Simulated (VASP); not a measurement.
Wanted: the native input for a VASP 6.6.1 run.

```yaml
Task: single point
Functional: PBEsol
Potentials_or_basis: VASP PAW PBE potentials, release 64 (Sb)
Cutoff: 520 eV
k_mesh: 16 × 16 × 16
Occupations: gaussian, width 0.15 eV
Spin: no spin polarisation
Dipole_correction: no
Further_INCAR_settings: ALGO = Normal; EDIFF = 1e-06; NBANDS = 8
```

The structure of Sb lies in POSCAR:

```
Sb
1.0
    3.4128000000      0.0000000000      0.0000000000
    0.0000000000      3.4128000000      0.0000000000
    0.0000000000      0.0000000000      3.4128000000
Sb
1
Direct
    0.0000000000      0.0000000000      0.0000000000
```

This cell differs from its parent crystal: strain +0.080 along x and y, +0.080 along z.

One way to write it, as run:

INCAR

```
PREC = Accurate ; ENCUT = 520
EDIFF = 1E-6 ; ISMEAR = 0
SIGMA = 0.15 ; LREAL = False
LASPH = True ; NELM = 80
ALGO = Normal ; ISIF = 2
LWAVE = False ; LCHARG = True
GGA = PS ; LELF = True
LVHAR = True ; NBANDS = 8
```

KPOINTS

```
Automatic mesh
0
Gamma
  16 16 16
```

Potentials or basis: VASP PAW PBE potentials, release 64 (Sb).

Command:

```console
$ cat potpaw_PBE.64/Sb/POTCAR > POTCAR
$ mpirun -np 1 vasp_std > vasp.out
```

It gave:

```json
{
 "Pressure": "-9.7 GPa"
}
```

Caveat: the cell differs from its parent crystal (strain +0.080 along x and y, +0.080 along z); the PAW data sets were made with another functional, which shifts forces and pressure a little.

Wall time 22 s on 1 thread of Intel(R) Xeon(R) 6975P-C (Granite Rapids) (shared host), peak memory 0.19 GiB.
